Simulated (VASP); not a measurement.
Wanted: the native input for a VASP 6.6.1 run.

| Quantity | Value |
| --- | --- |
| Task | single point |
| Functional | PBEsol |
| Dispersion | D4 |
| Potentials or basis | VASP PAW PBE potentials, release 64 (Fe, O) |
| Cutoff | 520 eV |
| k mesh | 11 × 11 × 11 |
| Occupations | fermi-dirac, width 0.05 eV |
| Spin | collinear spin, ferromagnetic start |
| Starting moments | [3.0, 0.0] μB |
| Dipole correction | no |
| Further INCAR settings | ALGO = Normal; EDIFF = 1e-06; NBANDS = 18 |

The structure of FeO lies in POSCAR:

```
FeO
1.0
    0.0000000000      2.1696745882      2.1696745882
    2.1696745882      0.0000000000      2.1696745882
    2.1696745882      2.1696745882      0.0000000000
Fe O
1 1
Direct
    0.0000000000      0.0000000000      0.0000000000
    0.5000000000      0.5000000000      0.5000000000
```

These files were run (other wordings do the same):

INCAR

```
PREC = Accurate
ENCUT = 520
EDIFF = 1E-6
ISMEAR = -1
SIGMA = 0.05
LREAL = False
LASPH = True
NELM = 150
ALGO = Normal
ISIF = 2
LWAVE = False
LCHARG = False
ISPIN = 2
MAGMOM = 3 0
LORBIT = 11
LMAXMIX = 4
GGA = PS
IVDW = 13
NBANDS = 18
```

KPOINTS

```
Automatic mesh
0
Gamma
  11 11 11
```

Potentials or basis: VASP PAW PBE potentials, release 64 (Fe, O).

Command:

```bash
$ cat potpaw_PBE.64/Fe/POTCAR potpaw_PBE.64/O/POTCAR > POTCAR
$ mpirun -np 1 vasp_std > vasp.out
```

Results of the run:

```
Pressure                                              : -14.0 GPa
Band gap on the k mesh                                : zero (filled and empty bands overlap)
Net moment                                            : 4.00 μB per cell
Site moments                                          : Fe +3.61; O +0.30 μB
Valence electrons inside the program's atomic spheres : Fe 6.71; O 4.96
Dispersion energy per atom                            : -0.190 eV
```

Caveat: the cell stands under tension; the PAW data sets were made with another functional, which shifts forces and pressure a little; a cell with one magnetic atom can't hold antiferromagnetic order, which such compounds often take; semilocal functionals often make such compounds metallic where correlation or magnetic order opens a gap, which also shifts bond lengths.

Wall time 68 s on 1 thread of Intel Xeon 8259CL (shared host), peak memory 0.17 GiB.
